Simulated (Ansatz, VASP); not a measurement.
# FeCo: VASP beside Ansatz

File INCAR:

```
SYSTEM = FeCo
PREC     = Accurate       ! precision mode
ENCUT    = 520            ! plane-wave cutoff, eV
EDIFF    = 1E-8           ! SCF threshold, eV
ISMEAR   = -1             ! smearing method
SIGMA    = 0.05           ! smearing width, eV
LREAL    = .FALSE.        ! projectors in reciprocal space
LASPH    = .TRUE.         ! aspherical terms in the spheres
NELM     = 200            ! most SCF steps
ALGO     = Normal         ! electronic algorithm
ISIF     = 2              ! what is computed and relaxed
LWAVE    = .FALSE.        ! write WAVECAR
LCHARG   = .FALSE.        ! write CHGCAR
ISPIN    = 2              ! spin polarisation
MAGMOM   = 3 2            ! initial moments
LORBIT   = 11             ! projections on sites
LMAXMIX  = 4              ! l up to which the mixer works
GGA      = CA             ! functional
LEFG     = .TRUE.       
NBANDS   = 20             ! bands
GGA_COMPAT= .FALSE.
```

File KPOINTS:

```
Automatic mesh
0
G
  13 13 13
  0 0 0
```

Contents of POSCAR:

```
FeCo
1.0
    2.8570000000      0.0000000000      0.0000000000
    0.0000000000      2.8570000000      0.0000000000
    0.0000000000      0.0000000000      2.8570000000
Fe Co
1 1
Direct
    0.5000000000      0.5000000000      0.5000000000
    0.0000000000      0.0000000000      0.0000000000
```

Input for Ansatz:

```yaml
crystal:
  lattice:
    - [2.857, 0.0, 0.0]
    - [0.0, 2.857, 0.0]
    - [0.0, 0.0, 2.857]
  atoms:
    - { symbol: Fe, position: [0.5, 0.5, 0.5], spin: 3.0 }
    - { symbol: Co, position: [0.0, 0.0, 0.0], spin: 2.0 }
magnetization:
  spin_polarized: true
kpoints:
  mp_grid: { grid: [13, 13, 13] }
  band_path:
    path:
      - [0.0, 0.0, 0.0]
      - [0.0, 0.5, 0.0]
      - [0.5, 0.5, 0.0]
      - [0.0, 0.0, 0.0]
      - [0.5, 0.5, 0.5]
      - [0.0, 0.5, 0.0]
      - [0.5, 0.5, 0.5]
      - [0.5, 0.5, 0.0]
    npoints: 5
scf:
  occupations: { method: fermi_dirac, width: 0.05 }
hamiltonian:
  xc: lda
  pseudopotentials: { kind: paw }
output:
  forces: true
  stress: true
  eigenvalues: true
  efg: { contact_densities: true }
```

Alike in both runs: task electric field gradients; functional LDA; k mesh 13 × 13 × 13; occupations fermi-dirac, width 0.05 eV; collinear spin.

```csv
,VASP,Ansatz
version,VASP 6.6.1,Ansatz 0.2.0
potentials or method,"VASP PAW LDA potentials, release 64 (Fe, Co)","PAW with Ansatz's default frozen-core files, scalar-relativistic"
plane-wave cutoff (eV),520,420
valence electrons in the cell,17,33
```

VASP gave:

```
pressure (GPa)                                                : -20.0
net moment per atom (μB)                                      : 2.20
size of the moment on the site where the two differ most (μB) : 1.72
```

**Question.** Estimate Ansatz's values.

**Answer.** Pressure (GPa): -19.2; net moment per atom (μB): 2.24; size of the moment on the site where the two differ most (μB): 1.79.

LDA's correlation is that of Perdew and Zunger in VASP and of Perdew and Wang (1992) in Ansatz. Site moments also hang on the region over which each program counts them. VASP's potentials hold 17 valence electrons a cell and Ansatz's 33, so a difference there can come from the potentials and not from the codes.
